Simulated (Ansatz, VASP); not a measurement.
# Be: VASP beside Ansatz

INCAR

```
SYSTEM = Be
PREC     = Accurate       ! precision mode
ENCUT    = 520            ! plane-wave cutoff, eV
EDIFF    = 1E-6           ! SCF threshold, eV
ISMEAR   = 1              ! smearing method
SIGMA    = 0.1            ! smearing width, eV
LREAL    = .False.        ! projectors in reciprocal space
LASPH    = .True.         ! aspherical terms in the spheres
NELM     = 80             ! most SCF steps
ALGO     = Normal         ! electronic algorithm
ISIF     = 2              ! what is computed and relaxed
LWAVE    = .False.        ! write WAVECAR
LCHARG   = .False.        ! write CHGCAR
LDIPOL   = .True.       
IDIPOL   = 3            
DIPOL    = 0.5 0.5 0.500
GGA      = PS             ! functional
NBANDS   = 18             ! bands
```

File KPOINTS:

```
regular mesh
0
Gamma
  17 17 1
  0 0 0
```

Contents of POSCAR:

```
Be
1.0
    2.2575068440      0.0000000000      0.0000000000
    1.1287534220      1.9550582760      0.0000000000
    0.0000000000      0.0000000000     28.4293080350
Be
8
Direct
    0.6666666667      0.6666666667      0.2813997439
    0.0000000000      0.0000000000      0.3438569599
    0.6666666667      0.6666666667      0.4063141760
    0.0000000000      0.0000000000      0.4687713920
    0.6666666667      0.6666666667      0.5312286080
    0.0000000000      0.0000000000      0.5936858240
    0.6666666667      0.6666666667      0.6561430401
    0.0000000000      0.0000000000      0.7186002561
```

Input for Ansatz:

```yaml
crystal:
  lattice:
    - [2.257506844, 0.0, 0.0]
    - [1.128753422, 1.955058276, 0.0]
    - [0.0, 0.0, 28.429308035]
  atoms:
    - { symbol: Be, position: [0.6666666667, 0.6666666667, 0.2813997439] }
    - { symbol: Be, position: [0.0, 0.0, 0.3438569599] }
    - { symbol: Be, position: [0.6666666667, 0.6666666667, 0.406314176] }
    - { symbol: Be, position: [0.0, 0.0, 0.468771392] }
    - { symbol: Be, position: [0.6666666667, 0.6666666667, 0.531228608] }
    - { symbol: Be, position: [0.0, 0.0, 0.593685824] }
    - { symbol: Be, position: [0.6666666667, 0.6666666667, 0.6561430401] }
    - { symbol: Be, position: [0.0, 0.0, 0.7186002561] }
kpoints:
  mp_grid: { grid: [17, 17, 1] }
scf:
  occupations: { method: cold, width: 0.1 }
hamiltonian:
  xc: pbesol
  pseudopotentials: { kind: paw, azcp: { folder: soft_1 } }
output:
  forces: true
  stress: false
  populations: false
efield:
  axis: 3
  dipole_correction: true
```

Alike in both runs: task single point; functional PBEsol; k mesh 17 × 17 × 1; no spin polarisation.

|  | VASP | Ansatz |
| --- | --- | --- |
| version | VASP 6.6.1 | Ansatz 0.2.0 |
| potentials or method | VASP PAW PBE potentials, release 64 (Be) | plane-wave PAW, scalar-relativistic |
| plane-wave cutoff (eV) | 520 | 420 |
| occupations | methfessel-paxton of order 1, width 0.1 eV | cold, width 0.1 eV |
| valence electrons in the cell | 16 | 16 |

```csv
,VASP,Ansatz,Ansatz less VASP
rms of the force components (eV/Å),0.070,0.064,-0.0062
```

VASP's potentials were made for PBE, not for PBEsol, and Ansatz warns of the same on its side. Atom by atom the forces differ by 0.006 eV/Å (rms over components).
